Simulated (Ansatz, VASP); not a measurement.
**Pb in VASP and in Ansatz**

File INCAR:

```
ALGO     = Normal         # electronic algorithm
EDIFF    = 1E-6           # SCF threshold, eV
ENCUT    = 520            # plane-wave cutoff, eV
GGA      = PS             # functional
ISIF     = 2              # what is computed and relaxed
ISMEAR   = -1             # smearing method
LASPH    = True           # aspherical terms in the spheres
LCHARG   = False          # write CHGCAR
LREAL    = False          # projectors in reciprocal space
LWAVE    = False          # write WAVECAR
NBANDS   = 13             # bands
NELM     = 60             # most SCF steps
PREC     = Accurate       # precision mode
SIGMA    = 0.1            # smearing width, eV
```

The input KPOINTS:

```
k-points
0
Gamma
  15 15 15
```

POSCAR

```
Pb
1.0
    0.0000000000      2.3372365409      2.3372365409
    2.3372365409      0.0000000000      2.3372365409
    2.3372365409      2.3372365409      0.0000000000
Pb
1
Direct
    0.0000000000      0.0000000000      0.0000000000
```

Input for Ansatz:

```yaml
crystal:
  lattice:
    - [0.0, 2.3372365409, 2.3372365409]
    - [2.3372365409, 0.0, 2.3372365409]
    - [2.3372365409, 2.3372365409, 0.0]
  atoms:
    - { symbol: Pb, position: [0.0, 0.0, 0.0] }
kpoints:
  mp_grid: { grid: [15, 15, 15] }
scf:
  occupations: { method: fermi_dirac, width: 0.1 }
hamiltonian:
  xc: pbesol
  pseudopotentials: { kind: all_electron, lapw: { basis_error: 0.001 } }
output:
  forces: true
  stress: true
  eigenvalues: true
  populations: true
```

Change from the starting cell: volume scaled by 0.85, LAPW.

Alike in both runs: task single point; functional PBEsol; k mesh 15 × 15 × 15; occupations fermi-dirac, width 0.1 eV; no spin polarisation.

```csv
,VASP,Ansatz
version,VASP 6.6.1,Ansatz 0.2.0
potentials or method,"VASP PAW PBE potentials, release 64 (Pb_d), cutoff 520 eV","all-electron LAPW, scalar-relativistic"
```

```csv
,VASP,Ansatz,Ansatz less VASP
pressure (GPa),11.3,11.4,+0.09
```

VASP's potentials were made for PBE, not for PBEsol. Ansatz ran all-electron here, and VASP with PAW potentials.

Spin-orbit coupling is off throughout.
